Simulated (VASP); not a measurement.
# Rh (Fm-3m) in VASP: notebook, part 2 of 2

VASP 6.6.1.

### Step 4. Single point, PBEsol (volume scaled by 0.88)

The input, INCAR:

```
SYSTEM = Rh
ALGO = Normal ; EDIFF = 1E-7
ENCUT = 520 ; GGA = PS
ISIF = 2 ; ISMEAR = -1
LASPH = .True. ; LCHARG = .True.
LELF = .True. ; LREAL = .False.
LVHAR = .True. ; LWAVE = .False.
NBANDS = 14 ; NELM = 80
PREC = Accurate ; SIGMA = 0.05
```

The input, KPOINTS:

```
k-points
0
Gamma
  17 17 17
  0 0 0
```

The input, POSCAR:

```
Rh
1.0
    0.0000000000      1.8111559765      1.8111559765
    1.8111559765      0.0000000000      1.8111559765
    1.8111559765      1.8111559765      0.0000000000
Rh
1
Direct
    0.0000000000      0.0000000000      0.0000000000
```

Potentials or basis: VASP PAW PBE potentials, release 64 (Rh_pv).

Started as:

```
> cat potpaw_PBE.64/Rh_pv/POTCAR > POTCAR
> mpirun -np 1 vasp_std > vasp.out
```

OUTCAR:

```text
SYSTEM = Rh
   EDIFF = 1E-7
   ENCUT = 520
   GGA = PS
   ISIF = 2
   ISMEAR = -1
   LASPH = .True.
   LREAL = .False.
   NELM = 80
   PREC = Accurate

 ion  position               nearest neighbor table
   1  0.000  0.000  0.000-

  LATTYP: Found a face centered cubic cell.
 ALAT       =     3.6223119530

  Lattice vectors:

 A1 = (   0.0000000000,   1.8111559765,   1.8111559765)
 A2 = (   1.8111559765,   0.0000000000,   1.8111559765)
 A3 = (   1.8111559765,   1.8111559765,   0.0000000000)

Analysis of symmetry for initial positions (statically):
=====================================================================
 Subroutine PRICEL returns:
 Original cell was already a primitive cell.

 Routine SETGRP: Setting up the symmetry group for a
 face centered cubic supercell.

 Subroutine GETGRP returns: Found 48 space group operations
 (whereof 48 operations were pure point group operations)
 out of a pool of 48 trial point group operations.

The static configuration has the point symmetry O_h .

[... 166 lines left out ...]
      1     -31.9356      2.00000
      2     -31.9356      2.00000
      3     -31.9356      2.00000
      4       5.4824      2.00000
      5      10.7731      2.00000
      6      10.7731      2.00000
      7      10.7731      2.00000
      8      13.4285      2.00000
      9      13.4285      2.00000
     10      30.3468      0.00000
     11      34.6137      0.00000
     12      36.6651      0.00000
     13      36.6651      0.00000
     14      36.6651      0.00000
[... 377 lines left out ...]
      1     -32.1741      2.00000
      2     -31.9973      2.00000
      3     -31.9559      2.00000
      4       6.4353      2.00000
      5      10.3154      2.00000
      6      11.1323      2.00000
      7      11.1856      2.00000
      8      13.0053      2.00000
      9      13.5135      2.00000
     10      31.8436      0.00000
     11      33.6649      0.00000
     12      34.6203      0.00000
     13      37.3419      0.00000
     14      38.6651      0.00000

 [... further k-points ...]

------------------------ aborting loop because EDIFF is reached ----------------------------------------

  FORCE on cell =-STRESS in cart. coord.  units (eV):
  Direction    XX          YY          ZZ          XY          YZ          ZX
  --------------------------------------------------------------------------------------
  -------------------------------------------------------------------------------------
  Total        3.8651523      3.8651523      3.8651523      0.0000000      0.0000000      0.0000000
  in kB      521.1702766    521.1702766    521.1702766      0.0000000      0.0000000      0.0000000
  external PRESSURE =     521.1702766 kB  Pullay stress =       0.0000000 kB

 VOLUME and BASIS-vectors are now :
 -----------------------------------------------------------------------------
  energy-cutoff  :      520.00
  volume of cell :       11.88
      direct lattice vectors                 reciprocal lattice vectors
     0.000000000  1.811155977  1.811155977    -0.276066781  0.276066781  0.276066781
     1.811155977  0.000000000  1.811155977     0.276066781 -0.276066781  0.276066781
     1.811155977  1.811155977  0.000000000     0.276066781  0.276066781 -0.276066781

 POSITION                                       TOTAL-FORCE (eV/Angst)
 -----------------------------------------------------------------------------------
      0.00000      0.00000      0.00000         0.000000      0.000000      0.000000
 -----------------------------------------------------------------------------------
    total drift:                                0.000000      0.000000      0.000000

  FREE ENERGIE OF THE ION-ELECTRON SYSTEM (eV)
  ---------------------------------------------------
  free  energy   TOTEN  =        -7.9118850377 eV

  energy  without entropy=       -7.9054363270  energy(sigma->0) =       -7.90866068
```

OSZICAR:

```text
N       E                     dE             d eps       ncg     rms          rms(c)
DAV:   1     0.118119171357E+03    0.11812E+03   -0.86052E+03  4640   0.117E+03
DAV:   2    -0.700133728598E+01   -0.12512E+03   -0.11964E+03  5268   0.347E+02
DAV:   3    -0.848245852247E+01   -0.14811E+01   -0.14790E+01  5322   0.412E+01
DAV:   4    -0.848711417593E+01   -0.46557E-02   -0.46556E-02  5184   0.236E+00
DAV:   5    -0.848714845790E+01   -0.34282E-04   -0.34283E-04  5238   0.178E-01    0.160E+01
DAV:   6    -0.795410259361E+01    0.53305E+00   -0.73279E-01  4806   0.125E+01    0.609E+00
DAV:   7    -0.791745678657E+01    0.36646E-01   -0.38581E-02  5316   0.264E+00    0.224E+00
DAV:   8    -0.791222667603E+01    0.52301E-02   -0.67378E-03  4722   0.118E+00    0.406E-01
DAV:   9    -0.791187983427E+01    0.34684E-03   -0.23599E-04  4674   0.224E-01    0.296E-02
DAV:  10    -0.791188492327E+01   -0.50890E-05   -0.26195E-06  5262   0.190E-02    0.741E-03
DAV:  11    -0.791188510774E+01   -0.18447E-06   -0.45409E-07  5094   0.968E-03    0.748E-04
DAV:  12    -0.791188503767E+01    0.70070E-07   -0.54938E-09  2436   0.109E-03
   1 F= -.79118850E+01 E0= -.79086607E+01  d E =-.644871E-02
```

stdout:

```text
POSCAR found type information on POSCAR Rh
 POSCAR found :  1 types and       1 ions
 scaLAPACK will be used
 -----------------------------------------------------------------------------
|                                                                             |
|                                                                             |
|     You enforced a specific xc type in the INCAR file but a different       |
|     I HOPE YOU KNOW WHAT YOU ARE DOING!                                     |
|                                                                             |
 -----------------------------------------------------------------------------

 LDA part: xc-table for (Slater+PW92), standard interpolation
 POSCAR, INCAR and KPOINTS ok, starting setup
 FFT: planning ... GRIDC
 FFT: planning ... GRID_SOFT
 FFT: planning ... GRID
 WAVECAR not read
 entering main loop
```

Wall time 42 s (1 thread of Intel Xeon 8259CL, shared host); peak memory 0.14 GiB.

What came out:

| Quantity | Value |
| --- | --- |
| Free energy | -7.9119 eV |
| Pressure | 52.1 GPa |

Caveat: the PAW data sets were made with another functional, which shifts forces and pressure a little.

### Step 5. Single point, PBEsol (volume scaled by 0.88)

The input, INCAR:

```
  PREC = Accurate
  ENCUT = 520
  EDIFF = 1E-7
  ISMEAR = -1
  SIGMA = 0.05
  LREAL = False
  LASPH = True
  NELM = 60
  ALGO = Normal
  ISIF = 2
  LWAVE = False
  LCHARG = False
  GGA = PS
  NBANDS = 14
```

The input, KPOINTS:

```
Automatic mesh
0
Gamma
  17 17 17
```

POSCAR is that of step 4.

Started as:

```
> cat potpaw_PBE.64/Rh_pv/POTCAR > POTCAR
> mpirun -np 1 vasp_std > vasp.out
```

It took 39 s on 1 thread of Intel Xeon 8259CL, shared host; peak memory 0.14 GiB.

The run converged. Its results:

```
Free energy : -7.9119 eV
Pressure    : 52.1 GPa
```

Levels at points of the mesh, in eV from the Fermi level:
```csv
k point,band 3,band 4,band 5,band 6,band 7,band 8,band 9,band 10,band 11,band 12
"(0.00, 0.00, 0.00)",-46.59,-9.17,-3.88,-3.88,-3.88,-1.23,-1.23,15.69,19.96,22.01
```

Caveat: the PAW data sets were made with another functional, which shifts forces and pressure a little.

### Step 6. Single point, PBEsol (volume scaled by 0.94)

The input, INCAR:

```
ALGO = Normal
EDIFF = 1E-6
ENCUT = 520
GGA = PS
ISIF = 2
ISMEAR = -1
LASPH = True
LCHARG = False
LREAL = False
LWAVE = False
NBANDS = 14
NELM = 60
PREC = Accurate
SIGMA = 0.05
```

The input, KPOINTS:

```
k-points
0
Gamma
  17 17 17
```

The input, POSCAR:

```
Rh
1.0
    0.0000000000      1.8514169998      1.8514169998
    1.8514169998      0.0000000000      1.8514169998
    1.8514169998      1.8514169998      0.0000000000
Rh
1
Direct
    0.0000000000      0.0000000000      0.0000000000
```

Potentials or basis: VASP PAW PBE potentials, release 64 (Rh_pv).

Started as:

```
> cat potpaw_PBE.64/Rh_pv/POTCAR > POTCAR
> mpirun -np 1 vasp_std > vasp.out
```

It took 37 s on 1 thread of Intel Xeon 8259CL, shared host; peak memory 0.15 GiB.

Results (log left out):

* Free energy: -8.0934 eV
* Pressure: 21.3 GPa

Levels at points of the mesh, in eV from the Fermi level:
```
           k point  band 4  band 5  band 6  band 7  band 8  band 9  band 10  band 11
(0.00, 0.00, 0.00)   -8.66   -3.51   -3.51   -3.51   -1.11   -1.11    15.83    20.14
```

Caveat: the PAW data sets were made with another functional, which shifts forces and pressure a little.

### Step 7. Summary

| cell | gap on the mesh (eV) | pressure (GPa) |
| --- | --- | --- |
| a = 2.396 Å, angles 60.0°, 1 atom | none | 220.0 |
| a = 2.481 Å, angles 60.0°, 1 atom | none | 115.4 |
| a = 2.561 Å, angles 60.0°, 1 atom | none | 52.1 |
| a = 2.618 Å, angles 60.0°, 1 atom | none | 21.3 |

Alike in all rows: task single point; level PBEsol; potentials or basis VASP PAW PBE potentials, release 64 (Rh_pv); no spin polarisation; k mesh 17 × 17 × 17; cutoff (eV) 520; smearing fermi-dirac 0.05 eV.

Caveats: the PAW data sets were made with another functional, which shifts forces and pressure a little.

Total energies depend on the potentials used, so only differences within one code and one set of settings carry meaning.
